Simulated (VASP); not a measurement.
# Sr (P6_3/mmc) in VASP: further runs, part 2 of 2

VASP 6.6.1. Earlier steps stand in the parts before.

## (3) Relaxation of cell and atoms, PBE+D3(BJ)

This run uses another cell than the first one, of 56.43 Å³/atom.

Contents of INCAR:

```
SYSTEM = Sr
PREC = Accurate
ENCUT = 600
EDIFF = 1E-7
ISMEAR = 0
SIGMA = 0.1
LREAL = .FALSE.
LASPH = .TRUE.
NELM = 100
ALGO = Normal
ISIF = 3
LWAVE = .FALSE.
LCHARG = .FALSE.
GGA = PE
IVDW = 12
IBRION = 2
NSW = 100
EDIFFG = -0.005
```

Contents of KPOINTS:

```
Automatic mesh
0
G
  12 12 6
  0 0 0
```

Contents of POSCAR:

```
Sr
1.0
    4.3011985039      0.0000000000      0.0000000000
   -2.1505992519      3.7249471711      0.0000000000
    0.0000000000      0.0000000000      7.0445570100
Sr
2
Direct
    0.3333333300      0.6666666700      0.2500000000
    0.6666666700      0.3333333300      0.7500000000
```

Potentials or basis: VASP PAW PBE potentials, release 64 (Sr_sv).

On the command line:

```console
$ cat potpaw_PBE.64/Sr_sv/POTCAR > POTCAR
$ mpirun -np 1 vasp_std > vasp.out
```

OUTCAR:

```text
SYSTEM = Sr
   PREC = Accurate
   ENCUT = 600
   EDIFF = 1E-7
   ISMEAR = 0
   LREAL = .FALSE.
   LASPH = .TRUE.
   NELM = 100
   ISIF = 3
   GGA = PE
   IVDW = 12
   IBRION = 2
   NSW = 100
   EDIFFG = -0.005
 IVDW          = 12

 ion  position               nearest neighbor table
   1  0.333  0.667  0.250-   2 4.31   2 4.31   2 4.31   2 4.31   2 4.31   2 4.31
   2  0.667  0.333  0.750-   1 4.31   1 4.31   1 4.31   1 4.31   1 4.31   1 4.31

  LATTYP: Found a hexagonal cell.
 ALAT       =     4.3011985039
 C/A-ratio  =     1.6378125780

  Lattice vectors:

 A1 = (   4.3011985039,   0.0000000000,   0.0000000000)
 A2 = (  -2.1505992519,   3.7249471711,   0.0000000000)
 A3 = (   0.0000000000,   0.0000000000,   7.0445570100)

Analysis of symmetry for initial positions (statically):
=====================================================================
 Subroutine PRICEL returns:
 Original cell was already a primitive cell.

[... 302 lines left out ...]

 E-fermi :   1.7498     XC(G=0):  -7.4783

 val. band max:        1.7493066502   @ k =   0.3333   0.3333   0.3333
 cond. band min:       1.7538202942   @ k =   0.4167  -0.0000   0.0000
 fundamental gap:      0.0045136440
 Fermi energy:         1.7497626009

 k-point     1 :       0.0000    0.0000    0.0000
  band No.  band energies     occupation
      1     -34.8007      2.00000
      2     -34.7840      2.00000
      3     -16.9036      2.00000
      4     -16.7119      2.00000
      5     -16.7119      2.00000
      6     -16.6818      2.00000
      7     -16.6818      2.00000
      8     -16.6791      2.00000
      9      -1.9816      2.00000
     10       0.5659      2.00000
     11       1.8277      0.27045
     12       4.0589      0.00000
     13       4.0823      0.00000
     14       4.0823      0.00000
[... 377 lines left out ...]
      1     -34.7878      2.00000
      2     -34.7795      2.00000
      3     -16.8626      2.00000
      4     -16.8259      2.00000
      5     -16.8059      2.00000
      6     -16.7483      2.00000
      7     -16.7110      2.00000
      8     -16.7084      2.00000
      9      -0.4084      2.00000
     10       1.2921      2.00000
     11       2.0441      0.00003
     12       2.3084      0.00000
     13       3.3765      0.00000
     14       3.4672      0.00000

 [... further k-points ...]

------------------------ aborting loop because EDIFF is reached ----------------------------------------

 Edisp (eV)   -0.40714

 E8    (eV) :    -0.2226
[... 25 lines left out ...]
  FREE ENERGIE OF THE ION-ELECTRON SYSTEM (eV)
  ---------------------------------------------------
  free  energy   TOTEN  =        -3.6721053843 eV

  energy  without entropy=       -3.6587749951  energy(sigma->0) =       -3.66544019

 reached required accuracy - stopping structural energy minimisation
```

OSZICAR:

```text
N       E                     dE             d eps       ncg     rms          rms(c)
DAV:   1     0.126901113654E+03    0.12690E+03   -0.10085E+04  2128   0.133E+03
DAV:   2     0.703252444070E+01   -0.11987E+03   -0.11846E+03  2596   0.277E+02
DAV:   3    -0.270044842205E+01   -0.97330E+01   -0.96846E+01  3698   0.621E+01
[... 43 lines left out ...]
DAV:   5    -0.326496336773E+01   -0.46552E-05   -0.70754E-05  3304   0.447E-02    0.927E-03
DAV:   6    -0.326496677831E+01   -0.34106E-05   -0.61696E-06  2580   0.108E-02    0.715E-03
DAV:   7    -0.326496953623E+01   -0.27579E-05   -0.35098E-06  3270   0.109E-02    0.882E-04
DAV:   8    -0.326496938828E+01    0.14795E-06   -0.11273E-07  1514   0.167E-03    0.985E-04
DAV:   9    -0.326496932125E+01    0.67029E-07   -0.95799E-09  1142   0.639E-04
   4 F= -.36721054E+01 E0= -.36654402E+01  d E =-.177414E-01
```

CONTCAR:

```text
Sr
   1.00000000000000
     4.2019450490091197   -0.0000000000013323    0.0000000000000000
    -2.1009725244568673    3.6389911577515845    0.0000000000000000
     0.0000000000000000    0.0000000000000000    6.8971047414683992
  Sr
     2
Direct
     0.3333333300000021    0.6666666699999979    0.2500000000000000
     0.6666666699999979    0.3333333300000021    0.7500000000000000

  0.00000000E+00  0.00000000E+00  0.00000000E+00
  0.00000000E+00  0.00000000E+00  0.00000000E+00
```

Run time: 6.2 min. Hardware: 1 thread of Intel Xeon Platinum 8259CL at 2.50GHz (Skylake/Cascade Lake), shared host; peak memory 0.36 GiB.

Results:

```yaml
Free_energy: -3.6721 eV
Relaxed_volume: 52.73 Å³/atom
Relaxed_cell: a = 4.202 Å, b = 4.202 Å, c = 6.897 Å, α = 90.00°, β = 90.00°, γ = 120.00°
Space_group_after_relaxing_to_0.1_Å: P6_3/mmc (No. 194)
Energy_gained_by_relaxing: 8.9 meV/atom
Ionic_steps: 4
Pressure_after_relaxing: 0.0 GPa
Band_gap_on_the_k_mesh: zero (bands 10 and 11 overlap by 0.24 eV)
Dispersion_energy_per_atom: -0.204 eV
```

Step by step:
| step | energy change (eV) | largest force (eV/Å) | pressure (GPa) | volume (Å³) |
| --- | --- | --- | --- | --- |
| 1 | 0.0000 | 0.0000 | -0.74 | 112.87 |
| 2 | -0.0142 | 0.0000 | -0.34 | 108.69 |
| 3 | -0.0177 | 0.0000 | -0.02 | 105.68 |
| 4 | -0.0177 | 0.0000 | 0.00 | 105.46 |

Final structure:
```
CELL_PARAMETERS angstrom
4.20195 0.00000 0.00000
-2.10097 3.63899 0.00000
0.00000 0.00000 6.89710
ATOMIC_POSITIONS crystal
Sr 0.33333 0.66667 0.25000
Sr 0.66667 0.33333 0.75000
```

## (4) Single point, PBE+D3(BJ)

This run uses another cell than the first one, of 56.43 Å³/atom.

Contents of INCAR:

```
  ALGO = Normal
  EDIFF = 1E-7
  ENCUT = 520
  GGA = PE
  ISIF = 2
  ISMEAR = 0
  IVDW = 12
  LASPH = T
  LCHARG = T
  LELF = T
  LREAL = F
  LVHAR = T
  LWAVE = F
  NBANDS = 17
  NELM = 100
  PREC = Accurate
  SIGMA = 0.1
```

Contents of KPOINTS:

```
k-points
0
Gamma
  6 6 4
```

POSCAR is that of step 3.

On the command line:

```console
$ cat potpaw_PBE.64/Sr_sv/POTCAR > POTCAR
$ mpirun -np 1 vasp_std > vasp.out
```

Wall time 32 s (1 thread of Intel Xeon Platinum 8259CL at 2.50GHz (Skylake/Cascade Lake), shared host); peak memory 0.23 GiB.

The run converged. Its results:

```
Free energy                : -3.6325 eV
Pressure                   : -0.7 GPa
Band gap on the k mesh     : zero (bands 10 and 11 overlap by 0.24 eV)
Dispersion energy per atom : -0.191 eV
```

Levels at points of the mesh, in eV from the Fermi level:
```csv
k point,band 6,band 7,band 8,band 9,band 10,band 11,band 12,band 13,band 14,band 15
"(0.00, 0.00, 0.00)",-18.56,-18.56,-18.56,-3.62,-1.13,0.01,2.26,2.27,2.27,2.67
"(0.50, 0.00, 0.00)",-18.63,-18.60,-18.59,-1.11,-0.55,0.08,0.25,1.28,1.84,2.17
"(0.00, 0.00, 0.50)",-18.57,-18.57,-18.57,-2.70,-2.70,1.25,1.25,2.27,2.27,2.27
"(0.50, 0.00, 0.50)",-18.61,-18.61,-18.61,-0.80,-0.80,0.22,0.22,1.31,1.31,2.94
```

## (5) Summary

| task | cell | k mesh | cutoff (eV) | gap on the mesh (eV) | pressure (GPa) |
| --- | --- | --- | --- | --- | --- |
| single point | a = 4.195, b = 4.195, c = 6.894 Å, angles 90.0, 90.0, 120.0°, 2 atoms | 12 × 12 × 6 | 520 | none | 0.0 |
| relaxation of cell and atoms | relaxed from a = 4.301, b = 4.301, c = 7.045 Å, angles 90.0, 90.0, 120.0°, 2 atoms | 12 × 12 × 6 | 600 | none | 0.0 |
| single point | a = 4.301, b = 4.301, c = 7.045 Å, angles 90.0, 90.0, 120.0°, 2 atoms | 6 × 6 × 4 | 520 | none | -0.7 |

Alike in all rows: level PBE+D3(BJ); potentials or basis VASP PAW PBE potentials, release 64 (Sr_sv); no spin polarisation; smearing gaussian 0.1 eV.

Absolute energies hang on the potentials; compare differences alone.
